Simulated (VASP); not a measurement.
# Al (Fm-3m) in VASP: notebook

Runs on Al. Level: LDA. Tasks: single point.

Everything below comes from runs of VASP 6.6.1. Logs are shortened: lines on timing, memory, paths and dates and some standing lists are left out, and cuts for length are marked.

## (1) The cell of the first run

The structure is cubic, space group Fm-3m (No. 225). Conventional cell: a = 3.983 Å, b = 3.983 Å, c = 3.983 Å, α = 90.00°, β = 90.00°, γ = 90.00°. Al (site symmetry m-3m) has 12 Al at 2.82 Å within 3.7 Å.

## (2) Single point, LDA

File INCAR:

```
SYSTEM = Al
PREC     = Accurate       ! precision mode
ENCUT    = 520            ! plane-wave cutoff, eV
EDIFF    = 1E-7           ! SCF threshold, eV
ISMEAR   = -1             ! smearing method
SIGMA    = 0.1            ! smearing width, eV
LREAL    = .FALSE.        ! projectors in reciprocal space
LASPH    = .TRUE.         ! aspherical terms in the spheres
NELM     = 80             ! most SCF steps
ALGO     = Normal         ! electronic algorithm
ISIF     = 2              ! what is computed and relaxed
LWAVE    = .FALSE.        ! write WAVECAR
LCHARG   = .TRUE.         ! write CHGCAR
GGA      = CA             ! functional
LELF     = .TRUE.         ! ELF
LVHAR    = .TRUE.       
NBANDS   = 8              ! bands
```

File KPOINTS:

```
regular mesh
0
G
  22 22 22
  0 0 0
```

File POSCAR:

```
Al
1.0
    0.0000000000      1.9916090289      1.9916090289
    1.9916090289      0.0000000000      1.9916090289
    1.9916090289      1.9916090289      0.0000000000
Al
1
Direct
    0.0000000000      0.0000000000      0.0000000000
```

Potentials or basis: VASP PAW LDA potentials, release 64 (Al).

Command:

```
> cat potpaw_LDA.64/Al/POTCAR > POTCAR
> mpirun -np 1 vasp_std > vasp.out
```

OUTCAR:

```text
SYSTEM = Al
   PREC = Accurate
   ENCUT = 520
   EDIFF = 1E-7
   ISMEAR = -1
   LREAL = .FALSE.
   LASPH = .TRUE.
   NELM = 80
   ISIF = 2
   GGA = CA

 ion  position               nearest neighbor table
   1  0.000  0.000  0.000-

  LATTYP: Found a face centered cubic cell.
 ALAT       =     3.9832180578

  Lattice vectors:

 A1 = (   0.0000000000,   1.9916090289,   1.9916090289)
 A2 = (   1.9916090289,   0.0000000000,   1.9916090289)
 A3 = (   1.9916090289,   1.9916090289,   0.0000000000)

Analysis of symmetry for initial positions (statically):
=====================================================================
 Subroutine PRICEL returns:
 Original cell was already a primitive cell.

 Routine SETGRP: Setting up the symmetry group for a
 face centered cubic supercell.

 Subroutine GETGRP returns: Found 48 space group operations
 (whereof 48 operations were pure point group operations)
 out of a pool of 48 trial point group operations.

The static configuration has the point symmetry O_h .

Analysis of symmetry for dynamics (positions and initial velocities):
=====================================================================
 Subroutine PRICEL returns:
 Original cell was already a primitive cell.

 Routine SETGRP: Setting up the symmetry group for a
 face centered cubic supercell.

 Subroutine GETGRP returns: Found 48 space group operations
 (whereof 48 operations were pure point group operations)
 out of a pool of 48 trial point group operations.

The dynamic configuration has the point symmetry O_h .

 Subroutine INISYM returns: Found 48 space group operations
 (whereof 48 operations are pure point group operations),
 and found     1 'primitive' translations

----------------------------------------------------------------------------------------

                                     Primitive cell

  volume of cell :      15.7995

  direct lattice vectors                    reciprocal lattice vectors
     0.000000000  1.991609029  1.991609029    -0.251053290  0.251053290  0.251053290
     1.991609029  0.000000000  1.991609029     0.251053290 -0.251053290  0.251053290
     1.991609029  1.991609029  0.000000000     0.251053290  0.251053290 -0.251053290

  length of vectors
     2.816560500  2.816560500  2.816560500     0.434837054  0.434837054  0.434837054

  position of ions in fractional coordinates (direct lattice)
     0.000000000  0.000000000  0.000000000

  ion indices of the primitive-cell ions
   primitive index   ion index
                 1           1

----------------------------------------------------------------------------------------

 KPOINTS: regular mesh

Automatic generation of k-mesh.
 Grid dimensions read from file:
 generate k-points for:   22   22   22

 Generating k-lattice:

  Cartesian coordinates                     Fractional coordinates (reciprocal lattice)
    -0.011411513  0.011411513  0.011411513     0.045454545  0.000000000  0.000000000
     0.011411513 -0.011411513  0.011411513     0.000000000  0.045454545  0.000000000
     0.011411513  0.011411513 -0.011411513     0.000000000  0.000000000  0.045454545

  Length of vectors
     0.019765321  0.019765321  0.019765321

  Shift w.r.t. Gamma in fractional coordinates (k-lattice)
     0.000000000  0.000000000  0.000000000

 Subroutine IBZKPT returns following result:
 ===========================================

 Found    328 irreducible k-points:

 Following reciprocal coordinates:
            Coordinates               Weight
  0.000000  0.000000  0.000000      1.000000
  0.045455  0.000000  0.000000      8.000000
  0.090909  0.000000  0.000000      8.000000
  0.136364  0.000000  0.000000      8.000000
  0.181818  0.000000  0.000000      8.000000
  0.227273  0.000000  0.000000      8.000000
[... 16 lines left out ...]
  0.500000  0.045455  0.000000     24.000000
 -0.454545  0.045455  0.000000     24.000000
 [... further k-points ...]
   k-points           NKPTS =    328   k-points in BZ     NKDIM =    328   number of bands    NBANDS=      8
   number of dos      NEDOS =    301   number of ions     NIONS =      1
   total plane-waves  NPLWV =  13824
   dimension x,y,z NGX =    24 NGY =   24 NGZ =   24
   dimension x,y,z NGXF=    48 NGYF=   48 NGZF=   48
   ions per type =               1
   NGX,Y,Z   is equivalent  to a cutoff of  14.17, 14.17, 14.17 a.u.
   NGXF,Y,Z  is equivalent  to a cutoff of  28.33, 28.33, 28.33 a.u.
 SYSTEM =  Al
   PREC   = accura    normal or accurate (medium, high low for compatibility)
   ISTART =      0    job   : 0-new  1-cont  2-samecut
   ICHARG =      2    charge: 1-file 2-atom 10-const
   ISPIN  =      1    spin polarized calculation?
   LNONCOLLINEAR =      F non collinear calculations
   LSORBIT =      F    spin-orbit coupling
   LASPH  =      T    aspherical Exc in radial PAW
   ENCUT  =  520.0 eV  38.22 Ry    6.18 a.u.   5.24  5.24  5.24*2*pi/ulx,y,z
   NELM   =     80;   NELMIN=  2; NELMDL= -5     # of ELM steps
   EDIFF  = 0.1E-06   stopping-criterion for ELM
   LREAL  =      F    real-space projection
   EDIFFG = 0.1E-05   stopping-criterion for IOM
   NSW    =      0    number of steps for IOM
   IBRION =     -1    ionic relax: 0-MD 1-quasi-New 2-CG
   NFREE  =      0    steps in history (QN), initial steepest desc. (CG)
   ISIF   =      2    stress and relaxation
   ISYM   =      2    0-nonsym 1-usesym 2-fastsym
   POTIM  = 0.5000    time-step for ionic-motion
   TEBEG  =    0.0;   TEEND  =   0.0 temperature during run
   PSTRESS=    0.0 pullay stress
   NELECT =       3.0000    total number of electrons
   NUPDOWN=      -1.0000    fix difference up-down
   EMIN   =  10.00;   EMAX   =-10.00  energy-range for DOS
   EFERMI =   0.00;   METHOD = LEGACY
   ISMEAR =    -1;   SIGMA  =   0.10  broadening in eV -4-tet -1-fermi 0-gaus
   EFERMI_NEDOS =   21; number of points for ismear=-14 and -15
   IALGO  =     38    algorithm
   IMIX   =      4    mixing-type and parameters
     AMIX     =   0.40;   BMIX     =  1.00
     AMIX_MAG =   1.60;   BMIX_MAG =  1.00
  volume/ion in A,a.u.               =      15.80       106.62
  Fermi-wavevector in a.u.,A,eV,Ry     =   0.940953  1.778143 12.046491  0.885392
  Thomas-Fermi vector in A             =   2.068416
   LORBIT       =      0    0 simple, 1 ext, 2 COOP (PROOUT), +10 PAW based schemes
   GGA     = CA    functional components
   LHFCALC =     F    Hartree Fock is set to
   AEXX    =    0.0000 exact exchange contribution
   IVDW    =     0    specifies the selected vdW correction
   LEPSILON=     F    determine dielectric tensor
   LRPA    =     F    only Hartree local field effects (RPA)
 non-spin polarized calculation
  energy-cutoff  :      520.00
  volume of cell :       15.80
 maximum number of plane-waves:       444
 NGX is ok and might be reduce to    24
   NGX = 11   NGY = 11   NGZ = 11

 number of electron       3.0000000 magnetization

 Free energy of the ion-electron system (eV)
  ---------------------------------------------------
  ext. energy  EPLUGINS =         0.00000000
  ---------------------------------------------------
  free energy    TOTEN  =        -4.19918993 eV

  energy without entropy =       -4.18694698  energy(sigma->0) =       -4.19306845

 E-fermi :   8.2333     XC(G=0): -10.5051

 val. band max:        8.2292871978   @ k =  -0.3636   0.4091   0.0909
 cond. band min:       8.2343815670   @ k =  -0.4545   0.3636   0.0000
 fundamental gap:      0.0050943692
 Fermi energy:         8.2333482934

 k-point     1 :       0.0000    0.0000    0.0000
  band No.  band energies     occupation
      1      -3.1533      2.00000
      2      21.0569      0.00000
      3      21.0569      0.00000
      4      21.0569      0.00000
      5      22.7145      0.00000
      6      22.7145      0.00000
      7      22.7145      0.00000
      8      25.1797      0.00000

 k-point     2 :       0.0455    0.0000    0.0000
  band No.  band energies     occupation
      1      -3.0957      2.00000
      2      19.9369      0.00000
      3      20.8467      0.00000
      4      20.8467      0.00000
      5      23.0142      0.00000
      6      23.0142      0.00000
      7      23.2026      0.00000
      8      25.7749      0.00000

 k-point     3 :       0.0909    0.0000    0.0000
  band No.  band energies     occupation
      1      -2.9228      2.00000
      2      18.1339      0.00000
      3      20.4442      0.00000
      4      20.4442      0.00000
      5      23.3887      0.00000
      6      23.6741      0.00000
      7      23.6741      0.00000
      8      26.8493      0.00000

 k-point     4 :       0.1364    0.0000    0.0000
  band No.  band energies     occupation
      1      -2.6352      2.00000
      2      16.2613      0.00000
      3      20.0487      0.00000
      4      20.0487      0.00000
      5      23.3090      0.00000
      6      24.4085      0.00000
      7      24.4085      0.00000
      8      26.0289      0.00000

 k-point     5 :       0.1818    0.0000    0.0000
  band No.  band energies     occupation
      1      -2.2335      2.00000
      2      14.4149      0.00000
      3      19.7177      0.00000
      4      19.7177      0.00000
      5      23.1650      0.00000
      6      24.4694      0.00000
      7      24.4694      0.00000
      8      25.9909      0.00000

 k-point     6 :       0.2273    0.0000    0.0000
  band No.  band energies     occupation
      1      -1.7189      2.00000
      2      12.6266      0.00000
      3      19.4688      0.00000
      4      19.4688      0.00000
      5      23.0336      0.00000
      6      23.7057      0.00000
      7      23.7057      0.00000
      8      26.9264      0.00000

 k-point     7 :       0.2727    0.0000    0.0000
  band No.  band energies     occupation
      1      -1.0926      2.00000
      2      10.9118      0.00000
      3      19.3090      0.00000
      4      19.3090      0.00000
      5      22.8789      0.00000
      6      22.8789      0.00000
      7      22.9537      0.00000
      8      27.0966      0.00000
[... 133 lines left out ...]
 k-point    20 :       0.3636    0.0455    0.0000
  band No.  band energies     occupation
      1       0.2453      2.00000
      2       8.2853      0.74612
      3      18.3313      0.00000
      4      19.6153      0.00000
      5      20.3466      0.00000
      6      22.6385      0.00000
      7      23.6506      0.00000
      8      26.1921      0.00000

 k-point    21 :       0.4091    0.0455    0.0000
  band No.  band energies     occupation
      1       1.1608      2.00000
      2       6.8030      2.00000
      3      18.4186      0.00000
      4      19.6336      0.00000
      5      19.7865      0.00000
      6      22.0175      0.00000
      7      23.7918      0.00000
      8      25.5372      0.00000

 k-point    22 :       0.4545    0.0455    0.0000
  band No.  band energies     occupation
      1       2.1803      2.00000
      2       5.4161      2.00000
      3      18.6022      0.00000
      4      19.1487      0.00000
      5      19.9207      0.00000
      6      21.4867      0.00000
      7      24.0283      0.00000
      8      24.9524      0.00000

 k-point    23 :       0.5000    0.0455    0.0000
  band No.  band energies     occupation
      1       3.2890      2.00000
      2       4.1403      2.00000
      3      18.7055      0.00000
      4      18.8823      0.00000
      5      20.2067      0.00000
      6      21.0490      0.00000
      7      24.3548      0.00000
      8      24.4618      0.00000

 k-point    24 :      -0.4545    0.0455    0.0000
  band No.  band energies     occupation
      1       2.9135      2.00000
      2       4.5491      2.00000
      3      18.3575      0.00000
      4      19.2592      0.00000
      5      20.5914      0.00000
      6      20.7056      0.00000
      7      24.0480      0.00000
      8      24.7947      0.00000

 [... further k-points ...]

------------------------ aborting loop because EDIFF is reached ----------------------------------------

  FORCE on cell =-STRESS in cart. coord.  units (eV):
  Direction    XX          YY          ZZ          XY          YZ          ZX
  --------------------------------------------------------------------------------------
  -------------------------------------------------------------------------------------
  Total        0.0133153      0.0133153      0.0133153      0.0000000      0.0000000     -0.0000000
  in kB        1.3502682      1.3502682      1.3502682      0.0000000      0.0000000     -0.0000000
  external PRESSURE =       1.3502682 kB  Pullay stress =       0.0000000 kB

 VOLUME and BASIS-vectors are now :
 -----------------------------------------------------------------------------
  energy-cutoff  :      520.00
  volume of cell :       15.80
      direct lattice vectors                 reciprocal lattice vectors
     0.000000000  1.991609029  1.991609029    -0.251053290  0.251053290  0.251053290
     1.991609029  0.000000000  1.991609029     0.251053290 -0.251053290  0.251053290
     1.991609029  1.991609029  0.000000000     0.251053290  0.251053290 -0.251053290

 POSITION                                       TOTAL-FORCE (eV/Angst)
 -----------------------------------------------------------------------------------
      0.00000      0.00000      0.00000         0.000000      0.000000      0.000000
 -----------------------------------------------------------------------------------
    total drift:                               -0.000000      0.000000     -0.000000

  FREE ENERGIE OF THE ION-ELECTRON SYSTEM (eV)
  ---------------------------------------------------
  free  energy   TOTEN  =        -4.1991899255 eV

  energy  without entropy=       -4.1869469822  energy(sigma->0) =       -4.19306845
```

Run time: 61 s. Hardware: 1 thread of AMD EPYC 7R13 (Zen 3), shared host; peak memory 0.12 GiB.

Results:

```yaml
Free_energy: -4.1992 eV
Pressure: 0.1 GPa
```

## (3) Single point, LDA

File INCAR:

```
SYSTEM = Al
PREC = Accurate
ENCUT = 520
EDIFF = 1E-6
ISMEAR = -1
SIGMA = 0.1
LREAL = .False.
LASPH = .True.
NELM = 80
ALGO = Normal
ISIF = 2
LWAVE = .False.
LCHARG = .False.
NBANDS = 8
```

File KPOINTS:

```
regular mesh
0
Gamma
  22 22 22
  0 0 0
```

POSCAR is that of step 2.

Potentials or basis: VASP PAW LDA potentials, release 64 (Al).

Command:

```
> cat potpaw_LDA.64/Al/POTCAR > POTCAR
> mpirun -np 1 vasp_std > vasp.out
```

It took 39 s on 1 thread of AMD EPYC 7R13 (Zen 3), shared host; peak memory 0.12 GiB.

Results (log left out):

```
Free energy : -4.1992 eV
Pressure    : 0.1 GPa
```

Levels at points of the mesh, in eV from the Fermi level:
| k point | band 1 | band 2 | band 3 | band 4 | band 5 |
| --- | --- | --- | --- | --- | --- |
| (0.00, 0.00, 0.00) | -11.39 | 12.82 | 12.82 | 12.82 | 14.48 |
| (0.50, 0.00, 0.00) | -4.71 | -4.44 | 11.65 | 11.65 | 11.72 |
| (0.50, 0.50, 0.00) | -2.99 | -1.61 | 5.32 | 5.75 | 5.75 |

## (4) Single point, LDA (volume scaled by 1.04)

File INCAR:

```
SYSTEM = Al
PREC     = Accurate       ! precision mode
ENCUT    = 520            ! plane-wave cutoff, eV
EDIFF    = 1E-7           ! SCF threshold, eV
ISMEAR   = -1             ! smearing method
SIGMA    = 0.1            ! smearing width, eV
LREAL    = .FALSE.        ! projectors in reciprocal space
LASPH    = .TRUE.         ! aspherical terms in the spheres
NELM     = 60             ! most SCF steps
ALGO     = Normal         ! electronic algorithm
ISIF     = 2              ! what is computed and relaxed
LWAVE    = .FALSE.        ! write WAVECAR
LCHARG   = .FALSE.        ! write CHGCAR
GGA      = CA             ! functional
NBANDS   = 8              ! bands
```

File KPOINTS:

```
Automatic mesh
0
G
  22 22 22
  0 0 0
```

File POSCAR:

```
Al
1.0
    0.0000000000      2.0178174164      2.0178174164
    2.0178174164      0.0000000000      2.0178174164
    2.0178174164      2.0178174164      0.0000000000
Al
1
Direct
    0.0000000000      0.0000000000      0.0000000000
```

Command:

```
> cat potpaw_LDA.64/Al/POTCAR > POTCAR
> mpirun -np 1 vasp_std > vasp.out
```

Wall time 50 s (1 thread of AMD EPYC 7R13 (Zen 3), shared host); peak memory 0.11 GiB.

It converged, with:

```
Free energy : -4.1935 eV
Pressure    : -2.9 GPa
```

Levels at points of the mesh, in eV from the Fermi level:
```
           k point  band 1  band 2  band 3  band 4  band 5  band 6
(0.00, 0.00, 0.00)  -11.11   12.61   12.61   12.61   13.96   13.96
(0.50, 0.00, 0.00)   -4.55   -4.38   11.30   11.30   11.47   11.47
(0.50, 0.50, 0.00)   -2.89   -1.60    5.32    5.57    5.57    9.01
```

## (5) Single point, LDA (volume scaled by 1.08)

File INCAR:

```
SYSTEM = Al
  ALGO = Normal
  EDIFF = 1E-6
  ENCUT = 520
  ISIF = 2
  ISMEAR = -1
  LASPH = .TRUE.
  LCHARG = .TRUE.
  LELF = .TRUE.
  LREAL = .FALSE.
  LVHAR = .TRUE.
  LWAVE = .FALSE.
  NBANDS = 8
  NELM = 100
  PREC = Accurate
  SIGMA = 0.1
```

File KPOINTS:

```
k-points
0
G
  22 22 22
  0 0 0
```

File POSCAR:

```
Al
1.0
    0.0000000000      2.0433621208      2.0433621208
    2.0433621208      0.0000000000      2.0433621208
    2.0433621208      2.0433621208      0.0000000000
Al
1
Direct
    0.0000000000      0.0000000000      0.0000000000
```

Command:

```
> cat potpaw_LDA.64/Al/POTCAR > POTCAR
> mpirun -np 1 vasp_std > vasp.out
```

It took 49 s on 1 thread of AMD EPYC 7R13 (Zen 3), shared host; peak memory 0.12 GiB.

Results (log left out):

* Free energy: -4.1771 eV
* Pressure: -5.3 GPa

Levels at points of the mesh, in eV from the Fermi level:
```csv
k point,band 1,band 2,band 3,band 4,band 5,band 6
"(0.00, 0.00, 0.00)",-10.85,12.41,12.41,12.41,13.48,13.48
"(0.50, 0.00, 0.00)",-4.39,-4.33,10.91,10.91,11.31,11.31
"(0.50, 0.50, 0.00)",-2.79,-1.59,5.31,5.40,5.40,8.68
```

## (6) Overview

```csv
cell,gap on the mesh (eV),pressure (GPa)
"a = 2.817 Å, angles 60.0°, 1 atom",none,0.1
"a = 2.854 Å, angles 60.0°, 1 atom",none,-2.9
"a = 2.890 Å, angles 60.0°, 1 atom",none,-5.3
```

Alike in all rows: task single point; level LDA; potentials or basis VASP PAW LDA potentials, release 64 (Al); no spin polarisation; k mesh 22 × 22 × 22; cutoff (eV) 520; smearing fermi-dirac 0.1 eV.

Absolute energies hang on the potentials; compare differences alone.
